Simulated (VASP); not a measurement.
# KF (I4/mmm) in VASP: a series of runs

Aim: see how the results for KF move with the level of theory and the settings. Levels: PBE, r2SCAN. Tasks: single point.

Program: VASP 6.6.1. These are calculated values, not measurements. Logs are shortened: lines on timing, memory, paths and dates and some standing lists are left out, and cuts for length are marked.

## (1) The cell of the first run

Symmetry: I4/mmm, No. 139, tetragonal system. The conventional cell has a = 3.777 Å, b = 3.777 Å, c = 5.318 Å, α = 90.00°, β = 90.00°, γ = 90.00°. Within 3.5 Å of K (site symmetry 4/mmm) lie 6 F at 2.66 to 2.67 Å. F (site symmetry 4/mmm) has 6 K at 2.66 to 2.67 Å within 3.5 Å.

## (2) Single point, PBE (biaxial xy strain +0.4%)

File INCAR:

```
SYSTEM = KF
PREC = Accurate ; ENCUT = 600
EDIFF = 1E-6 ; ISMEAR = -1
SIGMA = 0.02 ; LREAL = .False.
LASPH = .True. ; NELM = 120
ALGO = Normal ; ISIF = 2
LWAVE = .False. ; LCHARG = .False.
GGA = PE ; NBANDS = 15
GGA_COMPAT = .False.
```

File KPOINTS:

```
regular mesh
0
Gamma
  8 8 8
  0 0 0
```

File POSCAR:

```
KF
1.0
    0.0000000000      2.6706600058      2.6589605792
    2.6706600058      0.0000000000      2.6589605792
    2.6706600058      2.6706600058      0.0000000000
K F
1 1
Direct
    0.0000000000      0.0000000000      0.0000000000
    0.5000000000      0.5000000000      0.5000000000
```

Potentials or basis: VASP PAW PBE potentials, release 64 (K_sv, F).

Launch:

```sh
$ cat potpaw_PBE.64/K_sv/POTCAR potpaw_PBE.64/F/POTCAR > POTCAR
$ mpirun -np 1 vasp_std > vasp.out
```

OUTCAR:

```text
SYSTEM = KF
   PREC = Accurate
   ENCUT = 600
   EDIFF = 1E-6
   ISMEAR = -1
   LREAL = .False.
   LASPH = .True.
   NELM = 120
   ISIF = 2
   GGA = PE

 ion  position               nearest neighbor table
   1  0.000  0.000  0.000-   2 2.66   2 2.66   2 2.67   2 2.67   2 2.67   2 2.67
   2  0.500  0.500  0.500-   1 2.66   1 2.66   1 2.67   1 2.67   1 2.67   1 2.67

  LATTYP: Found a body centered tetragonal cell.
 ALAT       =     3.7768836007
 C/A-ratio  =     1.4080182819

  Lattice vectors:

 A1 = (   0.0000000000,  -2.6706600058,  -2.6589605792)
 A2 = (   0.0000000000,   2.6706600058,  -2.6589605792)
 A3 = (   2.6706600058,   0.0000000000,   2.6589605792)

Analysis of symmetry for initial positions (statically):
=====================================================================
 Subroutine PRICEL returns:
 Original cell was already a primitive cell.

 Routine SETGRP: Setting up the symmetry group for a
 body centered tetragonal supercell.

 Subroutine GETGRP returns: Found 16 space group operations
 (whereof 16 operations were pure point group operations)
 out of a pool of 16 trial point group operations.

The static configuration has the point symmetry D_4h.

Analysis of symmetry for dynamics (positions and initial velocities):
=====================================================================
 Subroutine PRICEL returns:
 Original cell was already a primitive cell.

 Routine SETGRP: Setting up the symmetry group for a
 body centered tetragonal supercell.

 Subroutine GETGRP returns: Found 16 space group operations
 (whereof 16 operations were pure point group operations)
 out of a pool of 16 trial point group operations.

The dynamic configuration has the point symmetry D_4h.

 Subroutine INISYM returns: Found 16 space group operations
 (whereof 16 operations are pure point group operations),
 and found     1 'primitive' translations

----------------------------------------------------------------------------------------

                                     Primitive cell

  volume of cell :      37.9297

  direct lattice vectors                    reciprocal lattice vectors
     0.000000000  2.670660006  2.658960579    -0.187219638  0.187219638  0.188043405
     2.670660006  0.000000000  2.658960579     0.187219638 -0.187219638  0.188043405
     2.670660006  2.670660006  0.000000000     0.187219638  0.187219638 -0.188043405

  length of vectors
     3.768619937  3.768619937  3.776883601     0.324750224  0.324750224  0.324750224

  position of ions in fractional coordinates (direct lattice)
     0.000000000  0.000000000  0.000000000
     0.500000000  0.500000000  0.500000000

  ion indices of the primitive-cell ions
   primitive index   ion index
                 1           1
                 2           2

----------------------------------------------------------------------------------------

 KPOINTS: regular mesh

Automatic generation of k-mesh.
 Grid dimensions read from file:
 generate k-points for:    8    8    8

 Generating k-lattice:

  Cartesian coordinates                     Fractional coordinates (reciprocal lattice)
    -0.023402455  0.023402455  0.023505426     0.125000000  0.000000000  0.000000000
     0.023402455 -0.023402455  0.023505426     0.000000000  0.125000000  0.000000000
     0.023402455  0.023402455 -0.023505426    -0.000000000 -0.000000000  0.125000000

  Length of vectors
     0.040593778  0.040593778  0.040593778

  Shift w.r.t. Gamma in fractional coordinates (k-lattice)
     0.000000000  0.000000000  0.000000000

 Subroutine IBZKPT returns following result:
 ===========================================

 Found     59 irreducible k-points:

 Following reciprocal coordinates:
            Coordinates               Weight
  0.000000  0.000000  0.000000      1.000000
  0.125000 -0.000000  0.000000      8.000000
  0.250000 -0.000000  0.000000      8.000000
  0.375000 -0.000000  0.000000      8.000000
  0.500000 -0.000000  0.000000      4.000000
  0.125000  0.125000  0.000000      2.000000
[... 16 lines left out ...]
  0.250000 -0.000000  0.125000     16.000000
  0.375000  0.000000  0.125000     16.000000
 [... further k-points ...]
   k-points           NKPTS =     59   k-points in BZ     NKDIM =     59   number of bands    NBANDS=     15
   number of dos      NEDOS =    301   number of ions     NIONS =      2
   total plane-waves  NPLWV =  27000
   dimension x,y,z NGX =    30 NGY =   30 NGZ =   30
   dimension x,y,z NGXF=    60 NGYF=   60 NGZF=   60
   ions per type =               1   1
   NGX,Y,Z   is equivalent  to a cutoff of  13.23, 13.23, 13.21 a.u.
   NGXF,Y,Z  is equivalent  to a cutoff of  26.47, 26.47, 26.41 a.u.
 SYSTEM =  KF
   PREC   = accura    normal or accurate (medium, high low for compatibility)
   ISTART =      0    job   : 0-new  1-cont  2-samecut
   ICHARG =      2    charge: 1-file 2-atom 10-const
   ISPIN  =      1    spin polarized calculation?
   LNONCOLLINEAR =      F non collinear calculations
   LSORBIT =      F    spin-orbit coupling
   LASPH  =      T    aspherical Exc in radial PAW
   ENCUT  =  600.0 eV  44.10 Ry    6.64 a.u.   7.53  7.53  7.54*2*pi/ulx,y,z
   NELM   =    120;   NELMIN=  2; NELMDL= -5     # of ELM steps
   EDIFF  = 0.1E-05   stopping-criterion for ELM
   LREAL  =      F    real-space projection
   EDIFFG = 0.1E-04   stopping-criterion for IOM
   NSW    =      0    number of steps for IOM
   IBRION =     -1    ionic relax: 0-MD 1-quasi-New 2-CG
   NFREE  =      0    steps in history (QN), initial steepest desc. (CG)
   ISIF   =      2    stress and relaxation
   ISYM   =      2    0-nonsym 1-usesym 2-fastsym
   POTIM  = 0.5000    time-step for ionic-motion
   TEBEG  =    0.0;   TEEND  =   0.0 temperature during run
   PSTRESS=    0.0 pullay stress
   NELECT =      16.0000    total number of electrons
   NUPDOWN=      -1.0000    fix difference up-down
   EMIN   =  10.00;   EMAX   =-10.00  energy-range for DOS
   EFERMI =   0.00;   METHOD = LEGACY
   ISMEAR =    -1;   SIGMA  =   0.02  broadening in eV -4-tet -1-fermi 0-gaus
   EFERMI_NEDOS =   21; number of points for ismear=-14 and -15
   IALGO  =     38    algorithm
   IMIX   =      4    mixing-type and parameters
     AMIX     =   0.40;   BMIX     =  1.00
     AMIX_MAG =   1.60;   BMIX_MAG =  1.00
  volume/ion in A,a.u.               =      18.96       127.98
  Fermi-wavevector in a.u.,A,eV,Ry     =   1.227783  2.320174 20.510134  1.507452
  Thomas-Fermi vector in A             =   2.362734
   LORBIT       =      0    0 simple, 1 ext, 2 COOP (PROOUT), +10 PAW based schemes
   GGA     = PE    functional components
   LHFCALC =     F    Hartree Fock is set to
   AEXX    =    0.0000 exact exchange contribution
   IVDW    =     0    specifies the selected vdW correction
   LEPSILON=     F    determine dielectric tensor
   LRPA    =     F    only Hartree local field effects (RPA)
 non-spin polarized calculation
  energy-cutoff  :      600.00
  volume of cell :       37.93
 maximum number of plane-waves:      1283
   NGX = 15   NGY = 15   NGZ = 15

 number of electron      15.9999998 magnetization

 Free energy of the ion-electron system (eV)
  ---------------------------------------------------
  ext. energy  EPLUGINS =         0.00000000
  ---------------------------------------------------
  free energy    TOTEN  =        -8.28948613 eV

  energy without entropy =       -8.28948613  energy(sigma->0) =       -8.28948613

 E-fermi :  -2.2360     XC(G=0):  -8.4296

 val. band max:       -2.7865952557   @ k =   0.0000   0.0000   0.0000
 cond. band min:       3.4061727443   @ k =   0.0000   0.0000   0.0000
 fundamental gap:      6.1927680000
 Fermi energy:        -2.2359894814

 k-point     1 :       0.0000    0.0000    0.0000
  band No.  band energies     occupation
      1     -28.9109      2.00000
      2     -21.4514      2.00000
      3     -12.1580      2.00000
      4     -12.1580      2.00000
      5     -12.1569      2.00000
      6      -2.7933      2.00000
      7      -2.7933      2.00000
      8      -2.7866      2.00000
      9       3.4062      0.00000
     10       7.8977      0.00000
     11       7.8977      0.00000
     12       7.9228      0.00000
     13       9.5639      0.00000
     14       9.6074      0.00000
     15      14.1877      0.00000

 k-point     2 :       0.1250   -0.0000    0.0000
  band No.  band energies     occupation
      1     -28.8968      2.00000
      2     -21.4644      2.00000
      3     -12.1990      2.00000
      4     -12.1639      2.00000
      5     -12.1624      2.00000
      6      -2.9326      2.00000
      7      -2.8464      2.00000
      8      -2.8427      2.00000
      9       3.8412      0.00000
     10       7.6582      0.00000
     11       8.1090      0.00000
     12       8.1251      0.00000
     13       9.7096      0.00000
     14       9.7527      0.00000
     15      14.9400      0.00000

 k-point     3 :       0.2500   -0.0000    0.0000
  band No.  band energies     occupation
      1     -28.8626      2.00000
      2     -21.4961      2.00000
      3     -12.2977      2.00000
      4     -12.1779      2.00000
      5     -12.1747      2.00000
      6      -3.2318      2.00000
      7      -2.9715      2.00000
      8      -2.9698      2.00000
      9       4.9245      0.00000
     10       7.3191      0.00000
     11       8.6307      0.00000
     12       8.6473      0.00000
     13      10.1634      0.00000
     14      10.2016      0.00000
     15      15.9282      0.00000

 k-point     4 :       0.3750   -0.0000    0.0000
  band No.  band energies     occupation
      1     -28.8279      2.00000
      2     -21.5283      2.00000
      3     -12.3951      2.00000
      4     -12.1917      2.00000
      5     -12.1868      2.00000
      6      -3.4907      2.00000
      7      -3.0930      2.00000
      8      -3.0928      2.00000
      9       5.9980      0.00000
     10       7.4388      0.00000
     11       9.1192      0.00000
     12       9.1426      0.00000
     13      10.9594      0.00000
     14      10.9812      0.00000
     15      14.4206      0.00000
[... 307 lines left out ...]
 k-point    22 :       0.1250    0.0000    0.1250
  band No.  band energies     occupation
      1     -28.8925      2.00000
      2     -21.4663      2.00000
      3     -12.1887      2.00000
      4     -12.1884      2.00000
      5     -12.1781      2.00000
      6      -3.0368      2.00000
      7      -2.8119      2.00000
      8      -2.8050      2.00000
      9       3.9584      0.00000
     10       7.3506      0.00000
     11       8.3047      0.00000
     12       8.3259      0.00000
     13       9.7348      0.00000
     14       9.7671      0.00000
     15      15.1864      0.00000

 k-point    23 :       0.2500   -0.0000    0.1250
  band No.  band energies     occupation
      1     -28.8656      2.00000
      2     -21.4864      2.00000
      3     -12.2751      2.00000
      4     -12.2159      2.00000
      5     -12.1940      2.00000
      6      -3.2286      2.00000
      7      -2.9005      2.00000
      8      -2.8709      2.00000
      9       4.7815      0.00000
     10       6.9737      0.00000
     11       8.7450      0.00000
     12       8.8265      0.00000
     13       9.9895      0.00000
     14      10.0886      0.00000
     15      16.2567      0.00000

 k-point    24 :       0.3750    0.0000    0.1250
  band No.  band energies     occupation
      1     -28.8316      2.00000
      2     -21.5132      2.00000
      3     -12.3840      2.00000
      4     -12.2291      2.00000
      5     -12.2243      2.00000
      6      -3.3870      2.00000
      7      -3.0520      2.00000
      8      -2.9917      2.00000
      9       5.8946      0.00000
     10       6.9693      0.00000
     11       9.0813      0.00000
     12       9.3054      0.00000
     13      10.6282      0.00000
     14      10.8383      0.00000
     15      14.7731      0.00000

 [... further k-points ...]
[... 5 lines left out ...]
  --------------------------------------------------------------------------------------
  -------------------------------------------------------------------------------------
  Total        0.3573670      0.3573670      0.4217604      0.0000000      0.0000000      0.0000000
  in kB       15.0954450     15.0954450     17.8154704      0.0000000      0.0000000      0.0000000
  external PRESSURE =      16.0021202 kB  Pullay stress =       0.0000000 kB

 VOLUME and BASIS-vectors are now :
 -----------------------------------------------------------------------------
  energy-cutoff  :      600.00
  volume of cell :       37.93
      direct lattice vectors                 reciprocal lattice vectors
     0.000000000  2.670660006  2.658960579    -0.187219638  0.187219638  0.188043405
     2.670660006  0.000000000  2.658960579     0.187219638 -0.187219638  0.188043405
     2.670660006  2.670660006  0.000000000     0.187219638  0.187219638 -0.188043405

 POSITION                                       TOTAL-FORCE (eV/Angst)
 -----------------------------------------------------------------------------------
      0.00000      0.00000      0.00000         0.000000      0.000000      0.000000
      2.67066      2.67066      2.65896         0.000000      0.000000     -0.000000
 -----------------------------------------------------------------------------------
    total drift:                                0.000000      0.000000      0.000000

  FREE ENERGIE OF THE ION-ELECTRON SYSTEM (eV)
  ---------------------------------------------------
  free  energy   TOTEN  =        -8.2894861251 eV

  energy  without entropy=       -8.2894861251  energy(sigma->0) =       -8.28948613
```

Wall time 28 s (1 thread of Intel Xeon 6975P-C (Granite Rapids), shared host); peak memory 0.18 GiB.

Results:

| Property | Result |
| --- | --- |
| Free energy | -8.2895 eV |
| Pressure | 1.6 GPa |
| Band gap on the k mesh | 6.19 eV, direct |

Levels at points of the mesh, in eV from the valence-band top:
| k point | band 6 | band 7 | band 8 | band 9 | band 10 | band 11 |
| --- | --- | --- | --- | --- | --- | --- |
| (0.00, 0.00, 0.00) | -0.01 | -0.01 | 0.00 | 6.19 | 10.68 | 10.68 |
| (0.50, 0.00, 0.00) | -0.80 | -0.36 | -0.36 | 9.09 | 10.65 | 12.08 |
| (0.50, 0.50, 0.00) | -0.21 | -0.06 | -0.06 | 8.19 | 10.33 | 11.88 |
| (0.50, 0.00, 0.50) | -0.22 | -0.06 | -0.06 | 8.21 | 10.33 | 11.84 |

Caveat: the cell differs from its parent crystal (biaxial xy strain +0.4%).

## (3) Single point, PBE (uniaxial z strain +4.7%)

File INCAR:

```
PREC = Accurate ; ENCUT = 600
EDIFF = 1E-6 ; ISMEAR = -1
SIGMA = 0.02 ; LREAL = F
LASPH = T ; NELM = 120
ALGO = Normal ; ISIF = 2
LWAVE = F ; LCHARG = T
GGA = PE ; LELF = T
LVHAR = T ; NBANDS = 15
GGA_COMPAT = F
```

File KPOINTS:

```
regular mesh
0
Gamma
  8 8 8
```

File POSCAR:

```
KF
1.0
    0.0000000000      2.6589605792      2.7831340383
    2.6589605792      0.0000000000      2.7831340383
    2.6589605792      2.6589605792      0.0000000000
K F
1 1
Direct
    0.0000000000      0.0000000000      0.0000000000
    0.5000000000      0.5000000000      0.5000000000
```

Potentials or basis: VASP PAW PBE potentials, release 64 (K_sv, F).

Launch:

```sh
$ cat potpaw_PBE.64/K_sv/POTCAR potpaw_PBE.64/F/POTCAR > POTCAR
$ mpirun -np 1 vasp_std > vasp.out
```

Wall time 24 s (1 thread of Intel Xeon 6975P-C (Granite Rapids), shared host); peak memory 0.2 GiB.

Results (log left out):

* Free energy: -8.2919 eV
* Pressure: 0.5 GPa
* Band gap on the k mesh: 5.98 eV, direct

Stress tensor (GPa, compression positive):
```
 1.20  0.00  0.00
 0.00  1.20  0.00
 0.00  0.00 -0.90
```

Levels at points of the mesh, in eV from the valence-band top:
```tsv
k point	band 4	band 5	band 6	band 7	band 8	band 9	band 10	band 11	band 12	band 13
(0.00, 0.00, 0.00)	-9.50	-9.50	-0.05	0.00	0.00	5.98	10.42	10.67	10.67	12.01
(0.50, 0.00, 0.00)	-9.56	-9.51	-0.78	-0.35	-0.34	8.91	10.35	11.79	12.06	14.03
(0.50, 0.50, 0.00)	-9.67	-9.67	-0.31	-0.06	-0.06	8.27	10.11	11.26	13.46	14.00
(0.50, 0.00, 0.50)	-9.73	-9.70	-0.21	-0.12	-0.06	8.11	10.13	11.68	13.42	13.83
```

Caveat: the cell differs from its parent crystal (uniaxial z strain +4.7%). A k mesh can miss the band edges.

(Continued in part 2 of 2.)
